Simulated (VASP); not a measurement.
# AlP (F-43m) in VASP: single point with LDA

Aim: the single point of AlP with LDA.

All numbers are computed with VASP 6.6.1; they aren't measurements. Logs are shortened: lines on timing, memory, paths and dates and some standing lists are left out, and cuts for length are marked.

## Step 1: The cell of the first run

The structure is cubic, space group F-43m (No. 216). Conventional cell: a = 5.395 Å, b = 5.395 Å, c = 5.395 Å, α = 90.00°, β = 90.00°, γ = 90.00°. Within 3.1 Å of Al (site symmetry -43m) lie 4 P at 2.34 Å. Within 3.1 Å of P (site symmetry -43m) lie 4 Al at 2.34 Å.

## Step 2: Single point, LDA

INCAR reads:

```
  ALGO = Normal
  EDIFF = 1E-6
  ENCUT = 500
  GGA = CA
  GGA_COMPAT = F
  ISIF = 2
  ISMEAR = 0
  LASPH = T
  LCHARG = T
  LELF = T
  LREAL = F
  LVHAR = T
  LWAVE = F
  NBANDS = 11
  NELM = 120
  PREC = Accurate
  SIGMA = 0.01
```

KPOINTS reads:

```
k-points
0
Gamma
  8 8 8
```

POSCAR reads:

```
AlP
1.0
    2.6977285158      2.6977285158      0.0000000000
   -2.6977285158      2.6977285158      0.0000000000
    0.0000000000      2.6977285158      2.6977285158
Al P
1 1
Direct
    0.0000000000      0.0000000000      0.0000000000
    0.7500000000      0.2500000000      0.5000000000
```

Potentials or basis: VASP PAW LDA potentials, release 64 (Al, P).

The run is started by

```sh
$ cat potpaw_LDA.64/Al/POTCAR potpaw_LDA.64/P/POTCAR > POTCAR
$ mpirun -np 1 vasp_std > vasp.out
```

OUTCAR:

```text
EDIFF = 1E-6
   ENCUT = 500
   GGA = CA
   ISIF = 2
   ISMEAR = 0
   LASPH = T
   LREAL = F
   NELM = 120
   PREC = Accurate

 ion  position               nearest neighbor table
   1  0.000  0.000  0.000-   2 2.34   2 2.34   2 2.34   2 2.34
   2  0.750  0.250  0.500-   1 2.34   1 2.34   1 2.34   1 2.34

  LATTYP: Found a face centered cubic cell.
 ALAT       =     5.3954570316

  Lattice vectors:

 A1 = (   0.0000000000,   2.6977285158,   2.6977285158)
 A2 = (   2.6977285158,   0.0000000000,   2.6977285158)
 A3 = (   2.6977285158,   2.6977285158,   0.0000000000)

Analysis of symmetry for initial positions (statically):
=====================================================================
 Subroutine PRICEL returns:
 Original cell was already a primitive cell.

 Routine SETGRP: Setting up the symmetry group for a
 face centered cubic supercell.

 Subroutine GETGRP returns: Found 24 space group operations
 (whereof 24 operations were pure point group operations)
 out of a pool of 48 trial point group operations.

The static configuration has the point symmetry T_d .

Analysis of symmetry for dynamics (positions and initial velocities):
=====================================================================
 Subroutine PRICEL returns:
 Original cell was already a primitive cell.

 Routine SETGRP: Setting up the symmetry group for a
 face centered cubic supercell.

 Subroutine GETGRP returns: Found 24 space group operations
 (whereof 24 operations were pure point group operations)
 out of a pool of 48 trial point group operations.

The dynamic configuration has the point symmetry T_d .

 Subroutine INISYM returns: Found 24 space group operations
 (whereof 24 operations are pure point group operations),
 and found     1 'primitive' translations

----------------------------------------------------------------------------------------

                                     Primitive cell

  volume of cell :      39.2667

  direct lattice vectors                    reciprocal lattice vectors
     2.697728516  2.697728516  0.000000000     0.185341111  0.185341111 -0.185341111
    -2.697728516  2.697728516  0.000000000    -0.185341111  0.185341111 -0.185341111
     0.000000000  2.697728516  2.697728516     0.000000000  0.000000000  0.370682222

  length of vectors
     3.815164255  3.815164255  3.815164255     0.321020221  0.321020221  0.370682222

  position of ions in fractional coordinates (direct lattice)
     0.000000000  0.000000000  0.000000000
     0.750000000  0.250000000  0.500000000

  ion indices of the primitive-cell ions
   primitive index   ion index
                 1           1
                 2           2

----------------------------------------------------------------------------------------

 KPOINTS: k-points

Automatic generation of k-mesh.
 Grid dimensions read from file:
 generate k-points for:    8    8    8

 Generating k-lattice:

  Cartesian coordinates                     Fractional coordinates (reciprocal lattice)
     0.023167639  0.023167639 -0.023167639     0.125000000  0.000000000  0.000000000
    -0.023167639  0.023167639 -0.023167639     0.000000000  0.125000000  0.000000000
     0.000000000  0.000000000  0.046335278     0.000000000  0.000000000  0.125000000

  Length of vectors
     0.040127528  0.040127528  0.046335278

  Shift w.r.t. Gamma in fractional coordinates (k-lattice)
     0.000000000  0.000000000  0.000000000

 Subroutine IBZKPT returns following result:
 ===========================================

 Found     29 irreducible k-points:

 Following reciprocal coordinates:
            Coordinates               Weight
  0.000000  0.000000  0.000000      1.000000
  0.125000  0.000000  0.000000      8.000000
  0.250000  0.000000  0.000000      8.000000
  0.375000  0.000000  0.000000      8.000000
  0.500000  0.000000  0.000000      4.000000
  0.125000  0.125000  0.000000     12.000000
[... 16 lines left out ...]
  0.375000  0.250000  0.125000     48.000000
  0.500000  0.250000  0.125000     24.000000
 [... further k-points ...]
   k-points           NKPTS =     29   k-points in BZ     NKDIM =     29   number of bands    NBANDS=     11
   number of dos      NEDOS =    301   number of ions     NIONS =      2
   total plane-waves  NPLWV =  21952
   dimension x,y,z NGX =    28 NGY =   28 NGZ =   28
   dimension x,y,z NGXF=    56 NGYF=   56 NGZF=   56
   ions per type =               1   1
   NGX,Y,Z   is equivalent  to a cutoff of  12.20, 12.20, 12.20 a.u.
   NGXF,Y,Z  is equivalent  to a cutoff of  24.40, 24.40, 24.40 a.u.
 SYSTEM =  unknown system
   PREC   = accura    normal or accurate (medium, high low for compatibility)
   ISTART =      0    job   : 0-new  1-cont  2-samecut
   ICHARG =      2    charge: 1-file 2-atom 10-const
   ISPIN  =      1    spin polarized calculation?
   LNONCOLLINEAR =      F non collinear calculations
   LSORBIT =      F    spin-orbit coupling
   LASPH  =      T    aspherical Exc in radial PAW
   ENCUT  =  500.0 eV  36.75 Ry    6.06 a.u.   6.96  6.96  6.96*2*pi/ulx,y,z
   NELM   =    120;   NELMIN=  2; NELMDL= -5     # of ELM steps
   EDIFF  = 0.1E-05   stopping-criterion for ELM
   LREAL  =      F    real-space projection
   EDIFFG = 0.1E-04   stopping-criterion for IOM
   NSW    =      0    number of steps for IOM
   IBRION =     -1    ionic relax: 0-MD 1-quasi-New 2-CG
   NFREE  =      0    steps in history (QN), initial steepest desc. (CG)
   ISIF   =      2    stress and relaxation
   ISYM   =      2    0-nonsym 1-usesym 2-fastsym
   POTIM  = 0.5000    time-step for ionic-motion
   TEBEG  =    0.0;   TEEND  =   0.0 temperature during run
   PSTRESS=    0.0 pullay stress
   NELECT =       8.0000    total number of electrons
   NUPDOWN=      -1.0000    fix difference up-down
   EMIN   =  10.00;   EMAX   =-10.00  energy-range for DOS
   EFERMI =   0.00;   METHOD = LEGACY
   ISMEAR =     0;   SIGMA  =   0.01  broadening in eV -4-tet -1-fermi 0-gaus
   EFERMI_NEDOS =   21; number of points for ismear=-14 and -15
   IALGO  =     38    algorithm
   IMIX   =      4    mixing-type and parameters
     AMIX     =   0.40;   BMIX     =  1.00
     AMIX_MAG =   1.60;   BMIX_MAG =  1.00
  volume/ion in A,a.u.               =      19.63       132.49
  Fermi-wavevector in a.u.,A,eV,Ry     =   0.963304  1.820380 12.625582  0.927954
  Thomas-Fermi vector in A             =   2.092838
   LORBIT       =      0    0 simple, 1 ext, 2 COOP (PROOUT), +10 PAW based schemes
   GGA     = CA    functional components
   LHFCALC =     F    Hartree Fock is set to
   AEXX    =    0.0000 exact exchange contribution
   IVDW    =     0    specifies the selected vdW correction
   LEPSILON=     F    determine dielectric tensor
   LRPA    =     F    only Hartree local field effects (RPA)
 non-spin polarized calculation
 Gauss-broadening in eV      SIGMA  =   0.01
  energy-cutoff  :      500.00
  volume of cell :       39.27
 maximum number of plane-waves:      1012
   NGX = 13   NGY = 13   NGZ = 13

 number of electron       7.9999999 magnetization

 Free energy of the ion-electron system (eV)
  ---------------------------------------------------
  ext. energy  EPLUGINS =         0.00000000
  ---------------------------------------------------
  free energy    TOTEN  =       -11.40664820 eV

  energy without entropy =      -11.40664820  energy(sigma->0) =      -11.40664820

 E-fermi :   4.9104     XC(G=0):  -9.5845

 val. band max:        4.7839567904   @ k =   0.0000   0.0000   0.0000
 cond. band min:       6.1555086979   @ k =   0.5000   0.5000   0.0000
 fundamental gap:      1.3715519075
 Fermi energy:         4.9104453268

 k-point     1 :       0.0000    0.0000    0.0000
  band No.  band energies     occupation
      1      -6.9294      2.00000
      2       4.7840      2.00000
      3       4.7840      2.00000
      4       4.7840      2.00000
      5       8.2090      0.00000
      6       9.3053      0.00000
      7       9.3053      0.00000
      8       9.3053      0.00000
      9      13.6365      0.00000
     10      13.6365      0.00000
     11      15.0244      0.00000

 k-point     2 :       0.1250    0.0000    0.0000
  band No.  band energies     occupation
      1      -6.7490      2.00000
      2       3.5255      2.00000
      3       4.6289      2.00000
      4       4.6289      2.00000
      5       8.5501      0.00000
      6       9.5993      0.00000
      7       9.5993      0.00000
      8       9.9127      0.00000
      9      13.1120      0.00000
     10      13.1120      0.00000
     11      15.6506      0.00000

 k-point     3 :       0.2500    0.0000    0.0000
  band No.  band energies     occupation
      1      -6.2387      2.00000
      2       1.5089      2.00000
      3       4.3238      2.00000
      4       4.3238      2.00000
      5       8.1115      0.00000
      6       9.8989      0.00000
      7       9.8989      0.00000
      8      11.7980      0.00000
      9      13.0886      0.00000
     10      13.0886      0.00000
     11      15.0726      0.00000

 k-point     4 :       0.3750    0.0000    0.0000
  band No.  band energies     occupation
      1      -5.5443      2.00000
      2      -0.2039      2.00000
      3       4.0821      2.00000
      4       4.0821      2.00000
      5       7.7237      0.00000
      6       9.6787      0.00000
      7       9.6787      0.00000
      8      12.9100      0.00000
      9      14.5334      0.00000
     10      14.5334      0.00000
     11      15.4570      0.00000
[... 239 lines left out ...]
 k-point    22 :       0.2500    0.2500    0.1250
  band No.  band energies     occupation
      1      -5.8053      2.00000
      2       1.2007      2.00000
      3       2.7881      2.00000
      4       3.8294      2.00000
      5       8.5620      0.00000
      6       9.6173      0.00000
      7      10.1761      0.00000
      8      11.6221      0.00000
      9      13.1807      0.00000
     10      15.6676      0.00000
     11      17.8084      0.00000

 k-point    23 :       0.3750    0.2500    0.1250
  band No.  band energies     occupation
      1      -5.1661      2.00000
      2       0.0311      2.00000
      3       2.2053      2.00000
      4       3.4229      2.00000
      5       8.6631      0.00000
      6       9.5361      0.00000
      7      10.8158      0.00000
      8      11.9093      0.00000
      9      14.3312      0.00000
     10      16.1863      0.00000
     11      17.6927      0.00000

 k-point    24 :       0.5000    0.2500    0.1250
  band No.  band energies     occupation
      1      -4.8089      2.00000
      2      -0.5694      2.00000
      3       2.0717      2.00000
      4       3.2244      2.00000
      5       8.6612      0.00000
      6       9.2558      0.00000
      7      11.7001      0.00000
      8      12.5113      0.00000
      9      13.8235      0.00000
     10      16.2750      0.00000
     11      17.6719      0.00000

 [... further k-points ...]

------------------------ aborting loop because EDIFF is reached ----------------------------------------

  FORCE on cell =-STRESS in cart. coord.  units (eV):
  Direction    XX          YY          ZZ          XY          YZ          ZX
  --------------------------------------------------------------------------------------
  -------------------------------------------------------------------------------------
  Total        0.5064228      0.5064228      0.5064228      0.0000000     -0.0000000      0.0000000
  in kB       20.6632733     20.6632733     20.6632733      0.0000000     -0.0000000      0.0000000
  external PRESSURE =      20.6632733 kB  Pullay stress =       0.0000000 kB

 VOLUME and BASIS-vectors are now :
 -----------------------------------------------------------------------------
  energy-cutoff  :      500.00
  volume of cell :       39.27
      direct lattice vectors                 reciprocal lattice vectors
     2.697728516  2.697728516  0.000000000     0.185341111  0.185341111 -0.185341111
    -2.697728516  2.697728516  0.000000000    -0.185341111  0.185341111 -0.185341111
     0.000000000  2.697728516  2.697728516     0.000000000  0.000000000  0.370682222

 POSITION                                       TOTAL-FORCE (eV/Angst)
 -----------------------------------------------------------------------------------
      0.00000      0.00000      0.00000        -0.000000     -0.000000     -0.000000
      1.34886      4.04659      1.34886         0.000000      0.000000      0.000000
 -----------------------------------------------------------------------------------
    total drift:                                0.000000      0.000000     -0.000000

  FREE ENERGIE OF THE ION-ELECTRON SYSTEM (eV)
  ---------------------------------------------------
  free  energy   TOTEN  =       -11.4066481964 eV

  energy  without entropy=      -11.4066481964  energy(sigma->0) =      -11.40664820
```

It took 17 s on 1 thread of AMD EPYC 7R43 (Zen 3), shared host; peak memory 0.1 GiB.

What came out:

- Free energy: -11.4066 eV
- Pressure: 2.1 GPa
- Band gap on the k mesh: 1.37 eV, indirect (least direct gap 3.42 eV)

A k mesh can miss the band edges.
